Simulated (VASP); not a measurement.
Here is a VASP 6.6.1 calculation.

INCAR

```
ALGO = Normal
EDIFF = 1E-6
ENCUT = 500
GGA = CA
GGA_COMPAT = False
ISIF = 2
ISMEAR = -1
ISPIN = 2
LASPH = True
LCHARG = True
LELF = True
LORBIT = 11
LREAL = False
LVHAR = True
LWAVE = False
MAGMOM = 0
NBANDS = 16
NELM = 200
PREC = Accurate
SIGMA = 0.15
```

Contents of KPOINTS:

```
k-points
0
Gamma
  11 11 11
```

Contents of POSCAR:

```
In
1.0
   -1.6254700000      1.6254700000      2.4737000000
    1.6254700000     -1.6254700000      2.4737000000
    1.6254700000      1.6254700000     -2.4737000000
In
1
Direct
    0.0000000000      0.0000000000      0.0000000000
```

Potentials or basis: VASP PAW LDA potentials, release 64 (In_d).

The run is started by

```bash
$ cat potpaw_LDA.64/In_d/POTCAR > POTCAR
$ mpirun -np 1 vasp_std > vasp.out
```

What does it give for the net moment?

0.00 μB per cell.

What does it give for the pressure?

-2.4 GPa.

Stress tensor (GPa, compression positive):
```
-2.30  0.00  0.00
 0.00 -2.30  0.00
 0.00  0.00 -2.58
```
